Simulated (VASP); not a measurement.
A run of VASP 6.6.1:

File INCAR:

```
ALGO = Normal
EDIFF = 1E-6
ENCUT = 520
GGA = PS
ISIF = 2
ISMEAR = 0
LASPH = True
LCHARG = False
LREAL = False
LWAVE = False
NBANDS = 26
NELM = 100
PREC = Accurate
SIGMA = 0.02
```

Contents of KPOINTS:

```
k-points
0
Gamma
  12 12 6
```

POSCAR

```
GaN
1.0
    3.3346430440      0.0000000000      0.0000000000
   -1.6673215220      2.8878855886      0.0000000000
    0.0000000000      0.0000000000      5.3397325800
Ga N
2 2
Direct
    0.3333333333      0.6666666667      0.0290360046
    0.6666666667      0.3333333333      0.5290360046
    0.3333333333      0.6666666667      0.3459639954
    0.6666666667      0.3333333333      0.8459639954
```

Potentials or basis: VASP PAW PBE potentials, release 64 (Ga_d, N).

Command:

```bash
$ cat potpaw_PBE.64/Ga_d/POTCAR potpaw_PBE.64/N/POTCAR > POTCAR
$ mpirun -np 1 vasp_std > vasp.out
```

Hardware: 1 thread of Intel(R) Xeon(R) 6975P-C (Granite Rapids), on a shared host.

Task: How long does it take, and how much memory?

Result: Run time: 71 s on 1 thread of Intel(R) Xeon(R) 6975P-C (Granite Rapids) (shared host), peak memory 0.22 GiB. Counts: scf iterations 14, k points 76.
